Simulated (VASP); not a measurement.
# Au (Fm-3m) in VASP: a series of runs

Runs on Au. Level: PBEsol. Tasks: single point.

Program: VASP 6.6.1. These are calculated values, not measurements. Logs are shortened: lines on timing, memory, paths and dates and some standing lists are left out, and cuts for length are marked.

### 1 The cell of the first run

The structure is cubic, space group Fm-3m (No. 225). Conventional cell: a = 3.989 Å, b = 3.989 Å, c = 3.989 Å, α = 90.00°, β = 90.00°, γ = 90.00°. Au (site symmetry m-3m) has 12 Au at 2.82 Å within 3.7 Å.

### 2 Single point, PBEsol

INCAR reads:

```
SYSTEM = Au
PREC = Accurate
ENCUT = 520
EDIFF = 1E-6
ISMEAR = 0
SIGMA = 0.1
LREAL = .FALSE.
LASPH = .TRUE.
NELM = 80
ALGO = Fast
ISIF = 2
LWAVE = .FALSE.
LCHARG = .FALSE.
GGA = PS
NBANDS = 12
```

KPOINTS reads:

```
regular mesh
0
G
  18 18 18
  0 0 0
```

POSCAR reads:

```
Au
1.0
    0.0000000000      1.9946787802      1.9946787802
    1.9946787802      0.0000000000      1.9946787802
    1.9946787802      1.9946787802      0.0000000000
Au
1
Direct
    0.0000000000      0.0000000000      0.0000000000
```

Potentials or basis: VASP PAW PBE potentials, release 64 (Au).

On the command line:

```sh
$ cat potpaw_PBE.64/Au/POTCAR > POTCAR
$ mpirun -np 1 vasp_std > vasp.out
```

OUTCAR:

```text
SYSTEM = Au
   PREC = Accurate
   ENCUT = 520
   EDIFF = 1E-6
   ISMEAR = 0
   LREAL = .FALSE.
   LASPH = .TRUE.
   NELM = 80
   ISIF = 2
   GGA = PS

 ion  position               nearest neighbor table
   1  0.000  0.000  0.000-

  LATTYP: Found a face centered cubic cell.
 ALAT       =     3.9893575604

  Lattice vectors:

 A1 = (   0.0000000000,   1.9946787802,   1.9946787802)
 A2 = (   1.9946787802,   0.0000000000,   1.9946787802)
 A3 = (   1.9946787802,   1.9946787802,   0.0000000000)

Analysis of symmetry for initial positions (statically):
=====================================================================
 Subroutine PRICEL returns:
 Original cell was already a primitive cell.

 Routine SETGRP: Setting up the symmetry group for a
 face centered cubic supercell.

 Subroutine GETGRP returns: Found 48 space group operations
 (whereof 48 operations were pure point group operations)
 out of a pool of 48 trial point group operations.

The static configuration has the point symmetry O_h .

Analysis of symmetry for dynamics (positions and initial velocities):
=====================================================================
 Subroutine PRICEL returns:
 Original cell was already a primitive cell.

 Routine SETGRP: Setting up the symmetry group for a
 face centered cubic supercell.

 Subroutine GETGRP returns: Found 48 space group operations
 (whereof 48 operations were pure point group operations)
 out of a pool of 48 trial point group operations.

The dynamic configuration has the point symmetry O_h .

 Subroutine INISYM returns: Found 48 space group operations
 (whereof 48 operations are pure point group operations),
 and found     1 'primitive' translations

----------------------------------------------------------------------------------------

                                     Primitive cell

  volume of cell :      15.8726

  direct lattice vectors                    reciprocal lattice vectors
     0.000000000  1.994678780  1.994678780    -0.250666927  0.250666927  0.250666927
     1.994678780  0.000000000  1.994678780     0.250666927 -0.250666927  0.250666927
     1.994678780  1.994678780  0.000000000     0.250666927  0.250666927 -0.250666927

  length of vectors
     2.820901784  2.820901784  2.820901784     0.434167853  0.434167853  0.434167853

  position of ions in fractional coordinates (direct lattice)
     0.000000000  0.000000000  0.000000000

  ion indices of the primitive-cell ions
   primitive index   ion index
                 1           1

----------------------------------------------------------------------------------------

 KPOINTS: regular mesh

Automatic generation of k-mesh.
 Grid dimensions read from file:
 generate k-points for:   18   18   18

 Generating k-lattice:

  Cartesian coordinates                     Fractional coordinates (reciprocal lattice)
    -0.013925940  0.013925940  0.013925940     0.055555556  0.000000000  0.000000000
     0.013925940 -0.013925940  0.013925940     0.000000000  0.055555556  0.000000000
     0.013925940  0.013925940 -0.013925940     0.000000000  0.000000000  0.055555556

  Length of vectors
     0.024120436  0.024120436  0.024120436

  Shift w.r.t. Gamma in fractional coordinates (k-lattice)
     0.000000000  0.000000000  0.000000000

 Subroutine IBZKPT returns following result:
 ===========================================

 Found    195 irreducible k-points:

 Following reciprocal coordinates:
            Coordinates               Weight
  0.000000  0.000000  0.000000      1.000000
  0.055556  0.000000  0.000000      8.000000
  0.111111  0.000000  0.000000      8.000000
  0.166667  0.000000  0.000000      8.000000
  0.222222  0.000000  0.000000      8.000000
  0.277778  0.000000  0.000000      8.000000
[... 16 lines left out ...]
 -0.277778  0.055556  0.000000     24.000000
 -0.222222  0.055556  0.000000     24.000000
 [... further k-points ...]
   k-points           NKPTS =    195   k-points in BZ     NKDIM =    195   number of bands    NBANDS=     12
   number of dos      NEDOS =    301   number of ions     NIONS =      1
   total plane-waves  NPLWV =  13824
   dimension x,y,z NGX =    24 NGY =   24 NGZ =   24
   dimension x,y,z NGXF=    48 NGYF=   48 NGZF=   48
   ions per type =               1
   NGX,Y,Z   is equivalent  to a cutoff of  14.14, 14.14, 14.14 a.u.
   NGXF,Y,Z  is equivalent  to a cutoff of  28.29, 28.29, 28.29 a.u.
 SYSTEM =  Au
   PREC   = accura    normal or accurate (medium, high low for compatibility)
   ISTART =      0    job   : 0-new  1-cont  2-samecut
   ICHARG =      2    charge: 1-file 2-atom 10-const
   ISPIN  =      1    spin polarized calculation?
   LNONCOLLINEAR =      F non collinear calculations
   LSORBIT =      F    spin-orbit coupling
   LASPH  =      T    aspherical Exc in radial PAW
   ENCUT  =  520.0 eV  38.22 Ry    6.18 a.u.   5.25  5.25  5.25*2*pi/ulx,y,z
   NELM   =     80;   NELMIN=  2; NELMDL= -5     # of ELM steps
   EDIFF  = 0.1E-05   stopping-criterion for ELM
   LREAL  =      F    real-space projection
   EDIFFG = 0.1E-04   stopping-criterion for IOM
   NSW    =      0    number of steps for IOM
   IBRION =     -1    ionic relax: 0-MD 1-quasi-New 2-CG
   NFREE  =      0    steps in history (QN), initial steepest desc. (CG)
   ISIF   =      2    stress and relaxation
   ISYM   =      2    0-nonsym 1-usesym 2-fastsym
   POTIM  = 0.5000    time-step for ionic-motion
   TEBEG  =    0.0;   TEEND  =   0.0 temperature during run
   PSTRESS=    0.0 pullay stress
   NELECT =      11.0000    total number of electrons
   NUPDOWN=      -1.0000    fix difference up-down
   EMIN   =  10.00;   EMAX   =-10.00  energy-range for DOS
   EFERMI =   0.00;   METHOD = LEGACY
   ISMEAR =     0;   SIGMA  =   0.10  broadening in eV -4-tet -1-fermi 0-gaus
   EFERMI_NEDOS =   21; number of points for ismear=-14 and -15
   IALGO  =     68    algorithm
   IMIX   =      4    mixing-type and parameters
     AMIX     =   0.40;   BMIX     =  1.00
     AMIX_MAG =   1.60;   BMIX_MAG =  1.00
  volume/ion in A,a.u.               =      15.87       107.11
  Fermi-wavevector in a.u.,A,eV,Ry     =   1.448737  2.737715 28.556420  2.098838
  Thomas-Fermi vector in A             =   2.566543
   LORBIT       =      0    0 simple, 1 ext, 2 COOP (PROOUT), +10 PAW based schemes
   GGA     = PS    functional components
   LHFCALC =     F    Hartree Fock is set to
   AEXX    =    0.0000 exact exchange contribution
   IVDW    =     0    specifies the selected vdW correction
   LEPSILON=     F    determine dielectric tensor
   LRPA    =     F    only Hartree local field effects (RPA)
 non-spin polarized calculation
 RMM-DIIS sequential band-by-band and
 Gauss-broadening in eV      SIGMA  =   0.10
  energy-cutoff  :      520.00
  volume of cell :       15.87
 maximum number of plane-waves:       444
 NGX is ok and might be reduce to    24
   NGX = 11   NGY = 11   NGZ = 11

 number of electron      11.0000002 magnetization

 Free energy of the ion-electron system (eV)
  ---------------------------------------------------
  ext. energy  EPLUGINS =         0.00000000
  ---------------------------------------------------
  free energy    TOTEN  =        -3.87657741 eV

  energy without entropy =       -3.87504589  energy(sigma->0) =       -3.87581165

 E-fermi :  10.5230     XC(G=0): -13.3086

 val. band max:       10.4904027565   @ k =   0.5000   0.1667   0.0556
 cond. band min:      10.5568185529   @ k =   0.5000   0.2778   0.1111
 fundamental gap:      0.0664157963
 Fermi energy:        10.5229808092

 k-point     1 :       0.0000    0.0000    0.0000
  band No.  band energies     occupation
      1      -0.1888      2.00000
      2       5.4316      2.00000
      3       5.4316      2.00000
      4       5.4316      2.00000
      5       7.1646      2.00000
      6       7.1646      2.00000
      7      24.8909      0.00000
      8      29.2974      0.00000
      9      29.2974      0.00000
     10      29.2974      0.00000
     11      34.3999      0.00000
     12      39.9159      0.00000

 k-point     2 :       0.0556    0.0000    0.0000
  band No.  band energies     occupation
      1      -0.0734      2.00000
      2       5.3896      2.00000
      3       5.4736      2.00000
      4       5.4736      2.00000
      5       7.1440      2.00000
      6       7.1440      2.00000
      7      25.0434      0.00000
      8      28.5830      0.00000
      9      29.4500      0.00000
     10      29.4500      0.00000
     11      35.0801      0.00000
     12      38.4400      0.00000

 k-point     3 :       0.1111    0.0000    0.0000
  band No.  band energies     occupation
      1       0.2629      2.00000
      2       5.2828      2.00000
      3       5.5833      2.00000
      4       5.5833      2.00000
      5       7.1015      2.00000
      6       7.1015      2.00000
      7      25.4290      0.00000
      8      27.0895      0.00000
      9      29.8877      0.00000
     10      29.8877      0.00000
     11      35.1836      0.00000
     12      37.7928      0.00000
[... 286 lines left out ...]
 k-point    23 :      -0.2778    0.0556    0.0000
  band No.  band energies     occupation
      1       2.2373      2.00000
      2       5.4335      2.00000
      3       5.7008      2.00000
      4       5.7322      2.00000
      5       7.3628      2.00000
      6       7.9646      2.00000
      7      20.3415      0.00000
      8      25.7891      0.00000
      9      29.1599      0.00000
     10      31.9475      0.00000
     11      32.5763      0.00000
     12      34.2526      0.00000

 k-point    24 :      -0.2222    0.0556    0.0000
  band No.  band energies     occupation
      1       1.7192      2.00000
      2       5.1025      2.00000
      3       5.7700      2.00000
      4       5.8165      2.00000
      5       7.0424      2.00000
      6       7.5926      2.00000
      7      22.5309      0.00000
      8      26.2265      0.00000
      9      29.7568      0.00000
     10      31.7797      0.00000
     11      32.7098      0.00000
     12      34.1309      0.00000

 [... further k-points ...]

------------------------ aborting loop because EDIFF is reached ----------------------------------------

  FORCE on cell =-STRESS in cart. coord.  units (eV):
  Direction    XX          YY          ZZ          XY          YZ          ZX
  --------------------------------------------------------------------------------------
  -------------------------------------------------------------------------------------
  Total        1.4552435      1.4552435      1.4552435     -0.0000000     -0.0000000     -0.0000000
  in kB      146.8917339    146.8917339    146.8917339     -0.0000000     -0.0000000     -0.0000000
  external PRESSURE =     146.8917339 kB  Pullay stress =       0.0000000 kB

 VOLUME and BASIS-vectors are now :
 -----------------------------------------------------------------------------
  energy-cutoff  :      520.00
  volume of cell :       15.87
      direct lattice vectors                 reciprocal lattice vectors
     0.000000000  1.994678780  1.994678780    -0.250666927  0.250666927  0.250666927
     1.994678780  0.000000000  1.994678780     0.250666927 -0.250666927  0.250666927
     1.994678780  1.994678780  0.000000000     0.250666927  0.250666927 -0.250666927

 POSITION                                       TOTAL-FORCE (eV/Angst)
 -----------------------------------------------------------------------------------
      0.00000      0.00000      0.00000         0.000000     -0.000000      0.000000
 -----------------------------------------------------------------------------------
    total drift:                                0.000000      0.000000     -0.000000

  FREE ENERGIE OF THE ION-ELECTRON SYSTEM (eV)
  ---------------------------------------------------
  free  energy   TOTEN  =        -3.8765774123 eV

  energy  without entropy=       -3.8750458911  energy(sigma->0) =       -3.87581165
```

Wall time 16 s (1 thread of Intel Xeon Platinum 8559C (Emerald Rapids), shared host); peak memory 0.16 GiB.

What came out:

| Quantity | Value |
| --- | --- |
| Free energy | -3.8766 eV |
| Pressure | 14.7 GPa |

Levels at points of the mesh, in eV from the Fermi level:
| k point | band 2 | band 3 | band 4 | band 5 | band 6 | band 7 | band 8 | band 9 | band 10 | band 11 |
| --- | --- | --- | --- | --- | --- | --- | --- | --- | --- | --- |
| (0.00, 0.00, 0.00) | -5.09 | -5.09 | -5.09 | -3.36 | -3.36 | 14.37 | 18.77 | 18.77 | 18.77 | 23.88 |
| (0.50, 0.00, 0.00) | -5.14 | -5.14 | -2.00 | -2.00 | -1.38 | 3.45 | 13.83 | 17.61 | 17.61 | 25.99 |
| (0.50, 0.50, 0.00) | -7.42 | -2.04 | -1.63 | -1.63 | 0.74 | 6.34 | 10.14 | 10.14 | 17.95 | 20.80 |

Caveat: the PAW data sets were made with another functional, which shifts forces and pressure a little; spin-orbit coupling is left out, which moves the levels of the heavy elements.

### 3 Single point, PBEsol

This run uses another cell than the first one, of 16.35 Å³/atom, 1.030 times its volume.

INCAR reads:

```
SYSTEM = Au
PREC = Accurate
ENCUT = 520
EDIFF = 1E-7
ISMEAR = 0
SIGMA = 0.1
LREAL = .False.
LASPH = .True.
NELM = 80
ALGO = Normal
ISIF = 2
LWAVE = .False.
LCHARG = .False.
GGA = PS
NBANDS = 12
```

KPOINTS reads:

```
regular mesh
0
Gamma
  18 18 18
  0 0 0
```

POSCAR reads:

```
Au
1.0
    0.0000000000      2.0143321767      2.0143321767
    2.0143321767      0.0000000000      2.0143321767
    2.0143321767      2.0143321767      0.0000000000
Au
1
Direct
    0.0000000000      0.0000000000      0.0000000000
```

Potentials or basis: VASP PAW PBE potentials, release 64 (Au).

On the command line:

```sh
$ cat potpaw_PBE.64/Au/POTCAR > POTCAR
$ mpirun -np 1 vasp_std > vasp.out
```

Wall time 15 s (1 thread of Intel Xeon Platinum 8559C (Emerald Rapids), shared host); peak memory 0.17 GiB.

It converged, with:

```
Free energy : -3.9096 eV
Pressure    : 7.7 GPa
```

Levels at points of the mesh, in eV from the Fermi level:
```
           k point  band 3  band 4  band 5  band 6  band 7  band 8  band 9  band 10
(0.00, 0.00, 0.00)   -4.90   -4.90   -3.25   -3.25   14.44   18.68   18.68    18.68
(0.50, 0.00, 0.00)   -4.94   -1.96   -1.96   -1.22    3.30   13.89   17.41    17.41
(0.50, 0.50, 0.00)   -2.00   -1.61   -1.61    0.85    6.10   10.08   10.08    17.64
```

Caveat: the PAW data sets were made with another functional, which shifts forces and pressure a little; spin-orbit coupling is left out, which moves the levels of the heavy elements.

### 4 Single point, PBEsol

This run uses another cell than the first one, of 16.75 Å³/atom, 1.055 times its volume.

INCAR reads:

```
SYSTEM = Au
  PREC = Accurate
  ENCUT = 520
  EDIFF = 1E-6
  ISMEAR = 0
  SIGMA = 0.1
  LREAL = .False.
  LASPH = .True.
  NELM = 60
  ALGO = Normal
  ISIF = 2
  LWAVE = .False.
  LCHARG = .False.
  GGA = PS
  NBANDS = 12
```

KPOINTS reads:

```
Automatic mesh
0
Gamma
  18 18 18
  0 0 0
```

POSCAR reads:

```
Au
1.0
    0.0000000000      2.0307446465      2.0307446465
    2.0307446465      0.0000000000      2.0307446465
    2.0307446465      2.0307446465      0.0000000000
Au
1
Direct
    0.0000000000      0.0000000000      0.0000000000
```

On the command line:

```sh
$ cat potpaw_PBE.64/Au/POTCAR > POTCAR
$ mpirun -np 1 vasp_std > vasp.out
```

Wall time 15 s (1 thread of Intel Xeon Platinum 8559C (Emerald Rapids), shared host); peak memory 0.17 GiB.

It converged, with:

```yaml
Free_energy: -3.9228 eV
Pressure: 2.7 GPa
```

Levels at points of the mesh, in eV from the Fermi level:
```tsv
k point	band 2	band 3	band 4	band 5	band 6	band 7	band 8	band 9	band 10	band 11
(0.00, 0.00, 0.00)	-4.75	-4.75	-4.75	-3.17	-3.17	14.50	18.59	18.59	18.59	23.51
(0.50, 0.00, 0.00)	-4.79	-4.79	-1.93	-1.93	-1.09	3.17	13.94	17.24	17.24	25.17
(0.50, 0.50, 0.00)	-6.88	-1.97	-1.60	-1.60	0.93	5.91	10.03	10.03	17.38	20.05
```

Caveat: the PAW data sets were made with another functional, which shifts forces and pressure a little; spin-orbit coupling is left out, which moves the levels of the heavy elements.

### 5 Overview

```csv
cell,gap on the mesh (eV),pressure (GPa)
"a = 2.821 Å, angles 60.0°, 1 atom",none,14.7
"a = 2.849 Å, angles 60.0°, 1 atom",none,7.7
"a = 2.872 Å, angles 60.0°, 1 atom",none,2.7
```

Alike in all rows: task single point; level PBEsol; potentials or basis VASP PAW PBE potentials, release 64 (Au); no spin polarisation; k mesh 18 × 18 × 18; cutoff (eV) 520; smearing gaussian 0.1 eV.

Caveats: the PAW data sets were made with another functional, which shifts forces and pressure a little; spin-orbit coupling is left out, which moves the levels of the heavy elements.

Total energies depend on the potentials used, so only differences within one code and one set of settings carry meaning.
